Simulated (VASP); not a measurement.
# Zr (P6_3/mmc) in VASP: relaxation of volume and atoms at fixed shape with PBE

Aim: the relaxation of volume and atoms at fixed shape of Zr with PBE.

All numbers are computed with VASP 6.6.1; they aren't measurements. Logs are shortened: lines on timing, memory, paths and dates and some standing lists are left out, and cuts for length are marked.

### Step 1. The cell of the first run

The structure is hexagonal, space group P6_3/mmc (No. 194). The conventional cell has a = 3.232 Å, b = 3.232 Å, c = 5.147 Å, α = 90.00°, β = 90.00°, γ = 120.00°. Zr (site symmetry -6m2) has 12 Zr at 3.18 to 3.23 Å within 4.2 Å.

### Step 2. Relaxation of volume and atoms at fixed shape, PBE

INCAR

```
ALGO     = Normal         # electronic algorithm
EDIFF    = 1E-7           # SCF threshold, eV
EDIFFG   = -0.02          # ionic threshold
ENCUT    = 600            # plane-wave cutoff, eV
GGA      = PE             # functional
IBRION   = 2              # ionic algorithm
ISIF     = 8              # what is computed and relaxed
ISMEAR   = 1              # smearing method
LASPH    = True           # aspherical terms in the spheres
LCHARG   = False          # write CHGCAR
LREAL    = False          # projectors in reciprocal space
LWAVE    = False          # write WAVECAR
NELM     = 100            # most SCF steps
NSW      = 80             # ionic steps
PREC     = Accurate       # precision mode
SIGMA    = 0.1            # smearing width, eV
```

KPOINTS

```
k-points
0
Gamma
  15 15 8
```

POSCAR

```
Zr
1.0
    3.2320000000      0.0000000000      0.0000000000
   -1.6160000000      2.7989940000      0.0000000000
    0.0000000000      0.0000000000      5.1470000000
Zr
2
Direct
    0.3333333333      0.6666666667      0.2500000000
    0.6666666667      0.3333333333      0.7500000000
```

Potentials or basis: VASP PAW PBE potentials, release 64 (Zr_sv).

Launch:

```
$ cat potpaw_PBE.64/Zr_sv/POTCAR > POTCAR
$ mpirun -np 1 vasp_std > vasp.out
```

OUTCAR:

```text
EDIFF = 1E-7
   EDIFFG = -0.02
   ENCUT = 600
   GGA = PE
   IBRION = 2
   ISIF = 8
   ISMEAR = 1
   LASPH = True
   LREAL = False
   NELM = 100
   NSW = 80
   PREC = Accurate

 ion  position               nearest neighbor table
   1  0.333  0.667  0.250-   2 3.18   2 3.18   2 3.18   2 3.18   2 3.18   2 3.18
   2  0.667  0.333  0.750-   1 3.18   1 3.18   1 3.18   1 3.18   1 3.18   1 3.18

  LATTYP: Found a hexagonal cell.
 ALAT       =     3.2320000000
 C/A-ratio  =     1.5925123762

  Lattice vectors:

 A1 = (   3.2320000000,   0.0000000000,   0.0000000000)
 A2 = (  -1.6160000000,   2.7989940000,   0.0000000000)
 A3 = (   0.0000000000,   0.0000000000,   5.1470000000)

Analysis of symmetry for initial positions (statically):
=====================================================================
 Subroutine PRICEL returns:
 Original cell was already a primitive cell.

 Routine SETGRP: Setting up the symmetry group for a
 hexagonal supercell.

 Subroutine GETGRP returns: Found 24 space group operations
 (whereof 12 operations were pure point group operations)
 out of a pool of 24 trial point group operations.

The static configuration has the point symmetry D_3d.
 The point group associated with its full space group is D_6h.

Analysis of symmetry for dynamics (positions and initial velocities):
=====================================================================
 Subroutine PRICEL returns:
 Original cell was already a primitive cell.

 Routine SETGRP: Setting up the symmetry group for a
 hexagonal supercell.

 Subroutine GETGRP returns: Found 24 space group operations
 (whereof 12 operations were pure point group operations)
 out of a pool of 24 trial point group operations.

The dynamic configuration has the point symmetry D_3d.
 The point group associated with its full space group is D_6h.

 Subroutine INISYM returns: Found 24 space group operations
 (whereof 12 operations are pure point group operations),
 and found     1 'primitive' translations

----------------------------------------------------------------------------------------

                                     Primitive cell

  volume of cell :      46.5616

  direct lattice vectors                    reciprocal lattice vectors
     3.232000000  0.000000000  0.000000000     0.309405941  0.178635610  0.000000000
    -1.616000000  2.798994000  0.000000000     0.000000000  0.357271220  0.000000000
     0.000000000  0.000000000  5.147000000     0.000000000  0.000000000  0.194287935

  length of vectors
     3.232000000  3.231999909  5.147000000     0.357271210  0.357271220  0.194287935

  position of ions in fractional coordinates (direct lattice)
     0.333333333  0.666666667  0.250000000
     0.666666667  0.333333333  0.750000000

  ion indices of the primitive-cell ions
   primitive index   ion index
                 1           1
                 2           2

----------------------------------------------------------------------------------------

 KPOINTS: k-points

Automatic generation of k-mesh.
 Grid dimensions read from file:
 generate k-points for:   15   15    8

 Generating k-lattice:

  Cartesian coordinates                     Fractional coordinates (reciprocal lattice)
     0.020627063  0.011909041  0.000000000     0.066666667  0.000000000  0.000000000
     0.000000000  0.023818081  0.000000000     0.000000000  0.066666667  0.000000000
     0.000000000  0.000000000  0.024285992     0.000000000  0.000000000  0.125000000

  Length of vectors
     0.023818081  0.023818081  0.024285992

  Shift w.r.t. Gamma in fractional coordinates (k-lattice)
     0.000000000  0.000000000  0.000000000

 Subroutine IBZKPT returns following result:
 ===========================================

 Found    135 irreducible k-points:

 Following reciprocal coordinates:
            Coordinates               Weight
  0.000000  0.000000  0.000000      1.000000
  0.066667 -0.000000  0.000000      6.000000
  0.133333 -0.000000  0.000000      6.000000
  0.200000  0.000000  0.000000      6.000000
  0.266667 -0.000000  0.000000      6.000000
  0.333333 -0.000000  0.000000      6.000000
[... 16 lines left out ...]
  0.333333  0.200000  0.000000     12.000000
  0.400000  0.200000  0.000000      6.000000
 [... further k-points ...]
   k-points           NKPTS =    135   k-points in BZ     NKDIM =    135   number of bands    NBANDS=     16
   number of dos      NEDOS =    301   number of ions     NIONS =      2
   total plane-waves  NPLWV =  32928
   dimension x,y,z NGX =    28 NGY =   28 NGZ =   42
   dimension x,y,z NGXF=    56 NGYF=   56 NGZF=   84
   ions per type =               2
   NGX,Y,Z   is equivalent  to a cutoff of  14.40, 14.40, 13.57 a.u.
   NGXF,Y,Z  is equivalent  to a cutoff of  28.80, 28.80, 27.13 a.u.
 SYSTEM =  unknown system
   PREC   = accura    normal or accurate (medium, high low for compatibility)
   ISTART =      0    job   : 0-new  1-cont  2-samecut
   ICHARG =      2    charge: 1-file 2-atom 10-const
   ISPIN  =      1    spin polarized calculation?
   LNONCOLLINEAR =      F non collinear calculations
   LSORBIT =      F    spin-orbit coupling
   LASPH  =      T    aspherical Exc in radial PAW
   ENCUT  =  600.0 eV  44.10 Ry    6.64 a.u.   6.46  6.46 10.28*2*pi/ulx,y,z
   NELM   =    100;   NELMIN=  2; NELMDL= -5     # of ELM steps
   EDIFF  = 0.1E-06   stopping-criterion for ELM
   LREAL  =      F    real-space projection
   EDIFFG = -.2E-01   stopping-criterion for IOM
   NSW    =     80    number of steps for IOM
   IBRION =      2    ionic relax: 0-MD 1-quasi-New 2-CG
   NFREE  =      1    steps in history (QN), initial steepest desc. (CG)
   ISIF   =      8    stress and relaxation
   ISYM   =      2    0-nonsym 1-usesym 2-fastsym
   POTIM  = 0.5000    time-step for ionic-motion
   TEBEG  =    0.0;   TEEND  =   0.0 temperature during run
   PSTRESS=    0.0 pullay stress
   NELECT =      24.0000    total number of electrons
   NUPDOWN=      -1.0000    fix difference up-down
   EMIN   =  10.00;   EMAX   =-10.00  energy-range for DOS
   EFERMI =   0.00;   METHOD = LEGACY
   ISMEAR =     1;   SIGMA  =   0.10  broadening in eV -4-tet -1-fermi 0-gaus
   EFERMI_NEDOS =   21; number of points for ismear=-14 and -15
   IALGO  =     38    algorithm
   IMIX   =      4    mixing-type and parameters
     AMIX     =   0.40;   BMIX     =  1.00
     AMIX_MAG =   1.60;   BMIX_MAG =  1.00
  volume/ion in A,a.u.               =      23.28       157.11
  Fermi-wavevector in a.u.,A,eV,Ry     =   1.312611  2.480475 23.442130  1.722948
  Thomas-Fermi vector in A             =   2.442991
   LORBIT       =      0    0 simple, 1 ext, 2 COOP (PROOUT), +10 PAW based schemes
   GGA     = PE    functional components
   LHFCALC =     F    Hartree Fock is set to
   AEXX    =    0.0000 exact exchange contribution
   IVDW    =     0    specifies the selected vdW correction
   LEPSILON=     F    determine dielectric tensor
   LRPA    =     F    only Hartree local field effects (RPA)
 conjugate gradient relaxation of ions
 non-spin polarized calculation
 Methfessel and Paxton  Order N= 1 SIGMA  =   0.10
  energy-cutoff  :      600.00
  volume of cell :       46.56
 maximum number of plane-waves:      1582
 NGX is ok and might be reduce to    28
   NGX = 13   NGY = 13   NGZ = 21

--------------------------------------- Ionic step        1  -------------------------------------------

 number of electron      24.0000000 magnetization

 Free energy of the ion-electron system (eV)
  ---------------------------------------------------
  ext. energy  EPLUGINS =         0.00000000
  ---------------------------------------------------
  free energy    TOTEN  =       -17.04031005 eV

  energy without entropy =      -17.04108337  energy(sigma->0) =      -17.04056783

------------------------ aborting loop because EDIFF is reached ----------------------------------------

  FORCE on cell =-STRESS in cart. coord.  units (eV):
  Direction    XX          YY          ZZ          XY          YZ          ZX
  --------------------------------------------------------------------------------------
  -------------------------------------------------------------------------------------
  Total        0.0934535      0.0934535      0.2314970      0.0000000     -0.0000000      0.0000000
  in kB        3.2157244      3.2157242      7.9657838      0.0000000     -0.0000000      0.0000000
  external PRESSURE =       4.7990775 kB  Pullay stress =       0.0000000 kB
[... 57 lines left out ...]
  energy  without entropy=      -17.0410880395  energy(sigma->0) =      -17.04055954

--------------------------------------- Ionic step        3  -------------------------------------------

 number of electron      24.0000000 magnetization

 Free energy of the ion-electron system (eV)
  ---------------------------------------------------
  ext. energy  EPLUGINS =         0.00000000
  ---------------------------------------------------
  free energy    TOTEN  =       -17.04065201 eV

  energy without entropy =      -17.04143407  energy(sigma->0) =      -17.04091270

 E-fermi :   8.9773     XC(G=0): -11.0597

 val. band max:        8.9717420052   @ k =   0.1333  -0.0000   0.1250
 cond. band min:       8.9825560417   @ k =   0.0000   0.0000   0.5000
 fundamental gap:      0.0108140365
 Fermi energy:         8.9773293860

 k-point     1 :       0.0000    0.0000    0.0000
  band No.  band energies     occupation
      1     -39.9104      2.00000
      2     -39.7591      2.00000
      3     -18.4273      2.00000
      4     -17.5676      2.00000
      5     -17.5676      2.00000
      6     -17.4369      2.00000
[... 8 lines left out ...]
     15      10.4904     -0.00000
     16      10.4904     -0.00000
[... 420 lines left out ...]
  band No.  band energies     occupation
      1     -39.7618      2.00000
      2     -39.7311      2.00000
      3     -18.1780      2.00000
      4     -18.0138      2.00000
      5     -17.9349      2.00000
      6     -17.8960      2.00000
[... 8 lines left out ...]
     15      10.5524     -0.00000
     16      13.1313      0.00000

 [... further k-points ...]

------------------------ aborting loop because EDIFF is reached ----------------------------------------

  FORCE on cell =-STRESS in cart. coord.  units (eV):
  Direction    XX          YY          ZZ          XY          YZ          ZX
  --------------------------------------------------------------------------------------
  -------------------------------------------------------------------------------------
  Total       -0.0398857     -0.0398857      0.0825103      0.0000000     -0.0000000      0.0000000
  in kB       -1.3656676     -1.3656675      2.8251136      0.0000000     -0.0000000      0.0000000
  external PRESSURE =       0.0312595 kB  Pullay stress =       0.0000000 kB
[... 17 lines left out ...]
  FREE ENERGIE OF THE ION-ELECTRON SYSTEM (eV)
  ---------------------------------------------------
  free  energy   TOTEN  =       -17.0406520120 eV

  energy  without entropy=      -17.0414340697  energy(sigma->0) =      -17.04091270

 reached required accuracy - stopping structural energy minimisation
```

Wall time 2.4 min (1 thread of Intel Xeon Platinum 8559C (Emerald Rapids), shared host); peak memory 0.26 GiB.

What came out:

| Quantity | Value |
| --- | --- |
| Free energy | -17.0407 eV |
| Relaxed volume | 23.40 Å³/atom |
| Relaxed cell | a = 3.237 Å, b = 3.237 Å, c = 5.156 Å, α = 90.00°, β = 90.00°, γ = 120.00° |
| Space group after relaxing (to 0.1 Å) | P6_3/mmc (No. 194) |
| Energy gained by relaxing | 0.2 meV/atom |
| Ionic steps | 3 |
| Pressure after relaxing | 0.0 GPa |
| Band gap on the k mesh | zero (bands 12 and 13 overlap by 1.19 eV) |

Step by step:
```
step  energy change (eV)  largest force (eV/Å)  pressure (GPa)  volume (Å³)
   1              0.0000                0.0000            0.48        46.56
   2              0.0000                0.0000           -0.48        47.03
   3             -0.0003                0.0000            0.00        46.79
```

Final structure:
```
CELL_PARAMETERS angstrom
3.23735 0.00000 0.00000
-1.61868 2.80363 0.00000
0.00000 0.00000 5.15552
ATOMIC_POSITIONS crystal
Zr 0.33333 0.66667 0.25000
Zr 0.66667 0.33333 0.75000
```
